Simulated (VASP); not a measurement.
GaP:

```
CELL_PARAMETERS angstrom
0.00000 2.72540 2.61638
2.72540 0.00000 2.61638
2.72540 2.72540 0.00000
ATOMIC_POSITIONS crystal
Ga 0.00000 0.00000 0.00000
P 0.25000 0.25000 0.25000
```

This cell differs from its parent crystal: uniaxial z strain -4.0%.

Base run:

```yaml
Program: VASP 6.6.1
Functional: r2SCAN
Potentials_or_basis: VASP PAW PBE potentials, release 64 (Ga_d, P)
Cutoff: 520 eV
k_mesh: 8 × 8 × 8
Occupations: gaussian, width 0.01 eV
Spin: no spin polarisation
```

Its results: band gap on the k mesh 1.42 eV, indirect (least direct gap 2.54 eV); pressure 3.9 GPa.

**Question.** The run is repeated on the same cell with these changes: functional from r2SCAN to PBE; occupations from gaussian, width 0.01 eV to fermi-dirac, width 0.02 eV. What comes out?

**Answer.** Band gap on the k mesh 1.18 eV, indirect (least direct gap 2.01 eV); pressure 6.3 GPa.

Caveats: the PAW data sets were made with another functional, which shifts forces and pressure a little (some runs).

A k mesh can miss the band edges.
